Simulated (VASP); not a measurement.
Here is a VASP 6.6.1 calculation.

Contents of INCAR:

```
SYSTEM = HfB2
  ALGO = Normal
  EDIFF = 1E-6
  ENCUT = 500
  GGA = CA
  GGA_COMPAT = .FALSE.
  ISIF = 2
  ISMEAR = 0
  LASPH = .TRUE.
  LCHARG = .FALSE.
  LREAL = .FALSE.
  LWAVE = .FALSE.
  NBANDS = 15
  NELM = 120
  PREC = Accurate
  SIGMA = 0.05
```

KPOINTS

```
k-points
0
G
  8 8 7
  0 0 0
```

Contents of POSCAR:

```
HfB2
1.0
    3.1043533733      0.0000000000      0.0000000000
   -1.5521766866      2.6884488836      0.0000000000
    0.0000000000      0.0000000000      3.4189775270
Hf B
1 2
Direct
    0.0000000000      0.0000000000      0.0000000000
    0.3333333333      0.6666666667      0.5000000000
    0.6666666667      0.3333333333      0.5000000000
```

Potentials or basis: VASP PAW LDA potentials, release 64 (Hf_pv, B).

Run with:

```sh
$ cat potpaw_LDA.64/Hf_pv/POTCAR potpaw_LDA.64/B/POTCAR > POTCAR
$ mpirun -np 1 vasp_std > vasp.out
```

(1) Predict the pressure.

(2) What does it give for the band gap on the k mesh?

## Answers

(1) 0.7 GPa.

(2) zero (band 8 reaches 8.62 eV, above the bottom of band 9 at 8.24 eV).

Caveat: spin-orbit coupling is left out, which moves the levels of the heavy elements.
